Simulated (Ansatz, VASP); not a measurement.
# Bi: VASP beside Ansatz

```xyz
2
Lattice="2.2469 1.2973 3.8215 -2.2469 1.2973 3.8215 0.0000 -2.5945 3.8215" Properties=species:S:1:pos:R:3 pbc="T T T"
Bi    0.0000    0.0000    2.7289
Bi    0.0000    0.0000    8.7357
```

Alike in both runs: functional LDA; k mesh 12 × 12 × 12; occupations fermi-dirac, width 0.15 eV; no spin polarisation.

Ansatz relaxed the structure, and its values are those at the end. VASP's run is a single point on that final structure, the one shown.

```csv
,VASP,Ansatz
version,VASP 6.6.1,Ansatz 0.2.0
potentials or method,"VASP PAW LDA potentials, release 64 (Bi_d), cutoff 520 eV","scalar-relativistic, plane waves, PAW"
valence electrons in the cell,30,30
```

VASP gave:

| Item | Value |
| --- | --- |
| gap on the k mesh at the Fermi level (eV) | none |
| pressure (GPa) | 0.1 |
| rms of the force components (eV/Å) | 0.011 |

Q: Estimate Ansatz's values.

A: gap on the k mesh at the Fermi level (eV): none; pressure (GPa): 0.0; rms of the force components (eV/Å): 0.000.

LDA's correlation is that of Perdew and Zunger in VASP and of Perdew and Wang (1992) in Ansatz. A gap of «none» marks a metal or a gap that the smearing closes.

Neither program's run includes spin-orbit coupling.
